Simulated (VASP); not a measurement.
# CuI (F-43m) in VASP: single point with PBEsol

Aim: the single point of CuI with PBEsol.

All numbers are computed with VASP 6.6.1; they aren't measurements. Logs are shortened: lines on timing, memory, paths and dates and some standing lists are left out, and cuts for length are marked.

### 1 The cell of the first run

It takes space group F-43m (No. 216, cubic). The conventional cell has a = 5.939 Å, b = 5.939 Å, c = 5.939 Å, α = 90.00°, β = 90.00°, γ = 90.00°. Within 3.4 Å of Cu (site symmetry -43m) lie 4 I at 2.57 Å. I (site symmetry -43m) has 4 Cu at 2.57 Å within 3.4 Å.

### 2 Single point, PBEsol

The input, INCAR:

```
SYSTEM = CuI
PREC = Accurate
ENCUT = 520
EDIFF = 1E-6
ISMEAR = -1
SIGMA = 0.1
LREAL = .FALSE.
LASPH = .TRUE.
NELM = 60
ALGO = Normal
ISIF = 2
LWAVE = .FALSE.
LCHARG = .TRUE.
GGA = PS
LELF = .TRUE.
LVHAR = .TRUE.
NBANDS = 16
```

The input, KPOINTS:

```
regular mesh
0
G
  14 14 14
  0 0 0
```

The input, POSCAR:

```
CuI
1.0
    0.0000000000      2.9695375105      2.9695375105
    2.9695375105      0.0000000000      2.9695375105
    2.9695375105      2.9695375105      0.0000000000
Cu I
1 1
Direct
    0.7500000000      0.7500000000      0.7500000000
    0.0000000000      0.0000000000      0.0000000000
```

Potentials or basis: VASP PAW PBE potentials, release 64 (Cu, I).

Launch:

```
cat potpaw_PBE.64/Cu/POTCAR potpaw_PBE.64/I/POTCAR > POTCAR
mpirun -np 1 vasp_std > vasp.out
```

OUTCAR:

```text
SYSTEM = CuI
   PREC = Accurate
   ENCUT = 520
   EDIFF = 1E-6
   ISMEAR = -1
   LREAL = .FALSE.
   LASPH = .TRUE.
   NELM = 60
   ISIF = 2
   GGA = PS

 ion  position               nearest neighbor table
   1  0.750  0.750  0.750-   2 2.57   2 2.57   2 2.57   2 2.57
   2  0.000  0.000  0.000-   1 2.57   1 2.57   1 2.57   1 2.57

  LATTYP: Found a face centered cubic cell.
 ALAT       =     5.9390750210

  Lattice vectors:

 A1 = (   0.0000000000,   2.9695375105,   2.9695375105)
 A2 = (   2.9695375105,   0.0000000000,   2.9695375105)
 A3 = (   2.9695375105,   2.9695375105,   0.0000000000)

Analysis of symmetry for initial positions (statically):
=====================================================================
 Subroutine PRICEL returns:
 Original cell was already a primitive cell.

 Routine SETGRP: Setting up the symmetry group for a
 face centered cubic supercell.

 Subroutine GETGRP returns: Found 24 space group operations
 (whereof 24 operations were pure point group operations)
 out of a pool of 48 trial point group operations.

The static configuration has the point symmetry T_d .

Analysis of symmetry for dynamics (positions and initial velocities):
=====================================================================
 Subroutine PRICEL returns:
 Original cell was already a primitive cell.

 Routine SETGRP: Setting up the symmetry group for a
 face centered cubic supercell.

 Subroutine GETGRP returns: Found 24 space group operations
 (whereof 24 operations were pure point group operations)
 out of a pool of 48 trial point group operations.

The dynamic configuration has the point symmetry T_d .

 Subroutine INISYM returns: Found 24 space group operations
 (whereof 24 operations are pure point group operations),
 and found     1 'primitive' translations

----------------------------------------------------------------------------------------

                                     Primitive cell

  volume of cell :      52.3717

  direct lattice vectors                    reciprocal lattice vectors
     0.000000000  2.969537510  2.969537510    -0.168376388  0.168376388  0.168376388
     2.969537510  0.000000000  2.969537510     0.168376388 -0.168376388  0.168376388
     2.969537510  2.969537510  0.000000000     0.168376388  0.168376388 -0.168376388

  length of vectors
     4.199560221  4.199560221  4.199560221     0.291636459  0.291636459  0.291636459

  position of ions in fractional coordinates (direct lattice)
     0.750000000  0.750000000  0.750000000
     0.000000000  0.000000000  0.000000000

  ion indices of the primitive-cell ions
   primitive index   ion index
                 1           1
                 2           2

----------------------------------------------------------------------------------------

 KPOINTS: regular mesh

Automatic generation of k-mesh.
 Grid dimensions read from file:
 generate k-points for:   14   14   14

 Generating k-lattice:

  Cartesian coordinates                     Fractional coordinates (reciprocal lattice)
    -0.012026885  0.012026885  0.012026885     0.071428571  0.000000000  0.000000000
     0.012026885 -0.012026885  0.012026885     0.000000000  0.071428571  0.000000000
     0.012026885  0.012026885 -0.012026885     0.000000000  0.000000000  0.071428571

  Length of vectors
     0.020831176  0.020831176  0.020831176

  Shift w.r.t. Gamma in fractional coordinates (k-lattice)
     0.000000000  0.000000000  0.000000000

 Subroutine IBZKPT returns following result:
 ===========================================

 Found    104 irreducible k-points:

 Following reciprocal coordinates:
            Coordinates               Weight
  0.000000  0.000000  0.000000      1.000000
  0.071429  0.000000  0.000000      8.000000
  0.142857  0.000000  0.000000      8.000000
  0.214286  0.000000  0.000000      8.000000
  0.285714  0.000000  0.000000      8.000000
  0.357143  0.000000  0.000000      8.000000
[... 16 lines left out ...]
  0.214286  0.142857  0.000000     24.000000
  0.285714  0.142857  0.000000     24.000000
 [... further k-points ...]
   k-points           NKPTS =    104   k-points in BZ     NKDIM =    104   number of bands    NBANDS=     16
   number of dos      NEDOS =    301   number of ions     NIONS =      2
   total plane-waves  NPLWV =  32768
   dimension x,y,z NGX =    32 NGY =   32 NGZ =   32
   dimension x,y,z NGXF=    64 NGYF=   64 NGZF=   64
   ions per type =               1   1
   NGX,Y,Z   is equivalent  to a cutoff of  12.67, 12.67, 12.67 a.u.
   NGXF,Y,Z  is equivalent  to a cutoff of  25.34, 25.34, 25.34 a.u.
 SYSTEM =  CuI
   PREC   = accura    normal or accurate (medium, high low for compatibility)
   ISTART =      0    job   : 0-new  1-cont  2-samecut
   ICHARG =      2    charge: 1-file 2-atom 10-const
   ISPIN  =      1    spin polarized calculation?
   LNONCOLLINEAR =      F non collinear calculations
   LSORBIT =      F    spin-orbit coupling
   LASPH  =      T    aspherical Exc in radial PAW
   ENCUT  =  520.0 eV  38.22 Ry    6.18 a.u.   7.81  7.81  7.81*2*pi/ulx,y,z
   NELM   =     60;   NELMIN=  2; NELMDL= -5     # of ELM steps
   EDIFF  = 0.1E-05   stopping-criterion for ELM
   LREAL  =      F    real-space projection
   EDIFFG = 0.1E-04   stopping-criterion for IOM
   NSW    =      0    number of steps for IOM
[... 5 lines left out ...]
   TEBEG  =    0.0;   TEEND  =   0.0 temperature during run
   PSTRESS=    0.0 pullay stress
   NELECT =      18.0000    total number of electrons
   NUPDOWN=      -1.0000    fix difference up-down
   EMIN   =  10.00;   EMAX   =-10.00  energy-range for DOS
   EFERMI =   0.00;   METHOD = LEGACY
   ISMEAR =    -1;   SIGMA  =   0.10  broadening in eV -4-tet -1-fermi 0-gaus
   EFERMI_NEDOS =   21; number of points for ismear=-14 and -15
   IALGO  =     38    algorithm
   IMIX   =      4    mixing-type and parameters
     AMIX     =   0.40;   BMIX     =  1.00
     AMIX_MAG =   1.60;   BMIX_MAG =  1.00
  volume/ion in A,a.u.               =      26.19       176.71
  Fermi-wavevector in a.u.,A,eV,Ry     =   1.146745  2.167034 17.891989  1.315024
  Thomas-Fermi vector in A             =   2.283428
   LORBIT       =      0    0 simple, 1 ext, 2 COOP (PROOUT), +10 PAW based schemes
   GGA     = PS    functional components
   LHFCALC =     F    Hartree Fock is set to
   AEXX    =    0.0000 exact exchange contribution
   IVDW    =     0    specifies the selected vdW correction
   LEPSILON=     F    determine dielectric tensor
   LRPA    =     F    only Hartree local field effects (RPA)
 non-spin polarized calculation
  energy-cutoff  :      520.00
  volume of cell :       52.37
 maximum number of plane-waves:      1423
   NGX = 15   NGY = 15   NGZ = 15

 number of electron      17.9999993 magnetization

 Free energy of the ion-electron system (eV)
  ---------------------------------------------------
  ext. energy  EPLUGINS =         0.00000000
  ---------------------------------------------------
  free energy    TOTEN  =        -6.32099129 eV

  energy without entropy =       -6.32096827  energy(sigma->0) =       -6.32097978

 E-fermi :   5.7458     XC(G=0):  -9.4282

 val. band max:        4.9714480674   @ k =   0.0000   0.0000   0.0000
 cond. band min:       6.1696386988   @ k =   0.0000   0.0000   0.0000
 fundamental gap:      1.1981906314
 Fermi energy:         5.7457779721

 k-point     1 :       0.0000    0.0000    0.0000
  band No.  band energies     occupation
      1      -9.3951      2.00000
      2       1.0335      2.00000
      3       1.0335      2.00000
      4       1.0335      2.00000
      5       2.8249      2.00000
      6       2.8249      2.00000
[... 8 lines left out ...]
     15      14.6624      0.00000
     16      14.6624      0.00000

 k-point     2 :       0.0714    0.0000    0.0000
  band No.  band energies     occupation
      1      -9.3670      2.00000
      2       0.9319      2.00000
      3       1.0365      2.00000
      4       1.0365      2.00000
      5       2.8221      2.00000
      6       2.8221      2.00000
[... 8 lines left out ...]
     15      14.2738      0.00000
     16      14.2738      0.00000

 k-point     3 :       0.1429    0.0000    0.0000
  band No.  band energies     occupation
      1      -9.2863      2.00000
      2       0.6452      2.00000
      3       1.0445      2.00000
      4       1.0445      2.00000
      5       2.8160      2.00000
      6       2.8160      2.00000
[... 8 lines left out ...]
     15      13.8094      0.00000
     16      13.9835      0.00000

 k-point     4 :       0.2143    0.0000    0.0000
  band No.  band energies     occupation
      1      -9.1644      2.00000
      2       0.2288      2.00000
      3       1.0546      2.00000
      4       1.0546      2.00000
      5       2.8124      2.00000
      6       2.8124      2.00000
[... 8 lines left out ...]
     15      13.6329      0.00000
     16      13.9204      0.00000

 k-point     5 :       0.2857    0.0000    0.0000
  band No.  band energies     occupation
      1      -9.0206      2.00000
      2      -0.2317      2.00000
      3       1.0636      2.00000
      4       1.0636      2.00000
      5       2.8171      2.00000
      6       2.8171      2.00000
[... 8 lines left out ...]
     15      13.8633      0.00000
     16      13.8633      0.00000

 k-point     6 :       0.3571    0.0000    0.0000
  band No.  band energies     occupation
      1      -8.8822      2.00000
      2      -0.6439      2.00000
      3       1.0696      2.00000
      4       1.0696      2.00000
      5       2.8311      2.00000
      6       2.8311      2.00000
[... 8 lines left out ...]
     15      14.4804      0.00000
     16      14.4804      0.00000

 k-point     7 :       0.4286    0.0000    0.0000
  band No.  band energies     occupation
      1      -8.7807      2.00000
      2      -0.9280      2.00000
      3       1.0725      2.00000
      4       1.0725      2.00000
      5       2.8476      2.00000
      6       2.8476      2.00000
[... 8 lines left out ...]
     15      15.3452      0.00000
     16      15.3452      0.00000

 k-point     8 :       0.5000    0.0000    0.0000
  band No.  band energies     occupation
      1      -8.7432      2.00000
      2      -1.0292      2.00000
      3       1.0732      2.00000
      4       1.0732      2.00000
      5       2.8551      2.00000
      6       2.8551      2.00000
[... 8 lines left out ...]
     15      16.0023      0.00000
     16      16.0023      0.00000

 k-point     9 :       0.0714    0.0714    0.0000
  band No.  band energies     occupation
      1      -9.3576      2.00000
      2       0.9166      2.00000
      3       1.0291      2.00000
      4       1.0291      2.00000
      5       2.8124      2.00000
      6       2.8296      2.00000
[... 8 lines left out ...]
     15      13.8263      0.00000
     16      14.7144      0.00000
[... 172 lines left out ...]
 k-point    19 :      -0.2143    0.0714    0.0000
  band No.  band energies     occupation
      1      -9.0971      2.00000
      2       0.0607      2.00000
      3       0.9948      2.00000
      4       1.0764      2.00000
      5       2.7911      2.00000
      6       2.8320      2.00000
[... 8 lines left out ...]
     15      13.8659      0.00000
     16      14.5713      0.00000

 k-point    20 :      -0.1429    0.0714    0.0000
  band No.  band energies     occupation
      1      -9.2267      2.00000
      2       0.4735      2.00000
      3       1.0053      2.00000
      4       1.0638      2.00000
      5       2.7971      2.00000
      6       2.8280      2.00000
[... 8 lines left out ...]
     15      13.8076      0.00000
     16      14.5564      0.00000

 k-point    21 :      -0.0714    0.0714    0.0000
  band No.  band energies     occupation
      1      -9.3213      2.00000
      2       0.7833      2.00000
      3       1.0201      2.00000
      4       1.0491      2.00000
      5       2.8097      2.00000
      6       2.8264      2.00000
[... 8 lines left out ...]
     15      13.7867      0.00000
     16      14.2267      0.00000

 k-point    22 :       0.1429    0.1429    0.0000
  band No.  band energies     occupation
      1      -9.2500      2.00000
      2       0.6011      2.00000
      3       1.0173      2.00000
      4       1.0173      2.00000
      5       2.7783      2.00000
      6       2.8429      2.00000
[... 8 lines left out ...]
     15      14.6435      0.00000
     16      14.8696      0.00000

 k-point    23 :       0.2143    0.1429    0.0000
  band No.  band energies     occupation
      1      -9.1590      2.00000
      2       0.3372      2.00000
      3       1.0098      2.00000
      4       1.0136      2.00000
      5       2.7599      2.00000
      6       2.8498      2.00000
[... 8 lines left out ...]
     15      14.7979      0.00000
     16      15.2468      0.00000

 k-point    24 :       0.2857    0.1429    0.0000
  band No.  band energies     occupation
      1      -9.0352      2.00000
      2      -0.0144      2.00000
      3       0.9843      2.00000
      4       1.0164      2.00000
      5       2.7527      2.00000
      6       2.8562      2.00000
[... 8 lines left out ...]
     15      14.8368      0.00000
     16      15.2336      0.00000

 [... further k-points ...]

------------------------ aborting loop because EDIFF is reached ----------------------------------------

  FORCE on cell =-STRESS in cart. coord.  units (eV):
  Direction    XX          YY          ZZ          XY          YZ          ZX
  --------------------------------------------------------------------------------------
  -------------------------------------------------------------------------------------
  Total        0.1521245      0.1521245      0.1521245      0.0000000     -0.0000000      0.0000000
  in kB        4.6538604      4.6538604      4.6538604      0.0000000     -0.0000000      0.0000000
  external PRESSURE =       4.6538604 kB  Pullay stress =       0.0000000 kB

 VOLUME and BASIS-vectors are now :
 -----------------------------------------------------------------------------
  energy-cutoff  :      520.00
  volume of cell :       52.37
      direct lattice vectors                 reciprocal lattice vectors
     0.000000000  2.969537510  2.969537510    -0.168376388  0.168376388  0.168376388
     2.969537510  0.000000000  2.969537510     0.168376388 -0.168376388  0.168376388
     2.969537510  2.969537510  0.000000000     0.168376388  0.168376388 -0.168376388

 POSITION                                       TOTAL-FORCE (eV/Angst)
 -----------------------------------------------------------------------------------
      4.45431      4.45431      4.45431        -0.000000     -0.000000     -0.000000
      0.00000      0.00000      0.00000         0.000000      0.000000      0.000000
 -----------------------------------------------------------------------------------
    total drift:                               -0.000000     -0.000000     -0.000000

  FREE ENERGIE OF THE ION-ELECTRON SYSTEM (eV)
  ---------------------------------------------------
  free  energy   TOTEN  =        -6.3209912865 eV

  energy  without entropy=       -6.3209682718  energy(sigma->0) =       -6.32097978
```

Wall time 44 s (1 thread of AMD EPYC 9R45 (Zen 5), shared host); peak memory 0.21 GiB.

What came out:

```yaml
Free_energy: -6.3210 eV
Pressure: 0.5 GPa
Band_gap_on_the_k_mesh: 1.20 eV
```

Caveat: the PAW data sets were made with another functional, which shifts forces and pressure a little; spin-orbit coupling is left out, which moves the levels of the heavy elements.
